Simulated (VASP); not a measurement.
## HgTe: relaxation of the atoms with PBE

HgTe:

```
Hg Te
1.0
     0.00000    3.17993    3.17993
     3.17993    0.00000    3.17993
     3.17993    3.17993    0.00000
Hg Te
1 1
Direct
  0.00000 0.00000 0.00000
  0.25000 0.25000 0.25000
```

```yaml
Program: VASP 6.6.1
Task: relaxation of the atoms
Functional: PBE
Potentials_or_basis: VASP PAW PBE potentials, release 64 (Hg, Te)
Cutoff: 520 eV
k_mesh: 13 × 13 × 13
Occupations: fermi-dirac, width 0.05 eV
Spin: no spin polarisation
Dipole_correction: no
Further_INCAR_settings: ALGO = Normal; EDIFF = 1e-06; IBRION = 2; EDIFFG = -0.02; NSW = 80
```

The pressure after relaxing is 6.6 GPa. The band gap on the k mesh is zero (filled and empty bands touch).

Final structure:
```cif
data_structure
_symmetry_space_group_name_H-M 'P 1'
_symmetry_Int_Tables_number 1
_cell_length_a 4.4971
_cell_length_b 4.4971
_cell_length_c 4.4971
_cell_angle_alpha 60.000
_cell_angle_beta 60.000
_cell_angle_gamma 60.000
_cell_volume 64.31
loop_
_atom_site_label
_atom_site_type_symbol
_atom_site_fract_x
_atom_site_fract_y
_atom_site_fract_z
_atom_site_occupancy
Hg1 Hg 0.00000 0.00000 0.00000 1
Te1 Te 0.25000 0.25000 0.25000 1
```

Levels at points of the mesh, in eV from the Fermi level:
| k point | band 7 | band 8 | band 9 | band 10 | band 11 | band 12 |
| --- | --- | --- | --- | --- | --- | --- |
| (0.00, 0.00, 0.00) | -0.71 | -0.10 | -0.10 | -0.10 | 4.03 | 4.03 |

It took 57 s on 1 thread of Intel(R) Xeon(R) Platinum 8259CL CPU @ 2.50GHz (Skylake/Cascade Lake) (shared host), peak memory 0.25 GiB.

Caveat: the relaxation stopped at its first step, so nothing moved; semilocal functionals underestimate gaps, so a narrow gap can read as zero; spin-orbit coupling is left out, which moves the levels of the heavy elements.
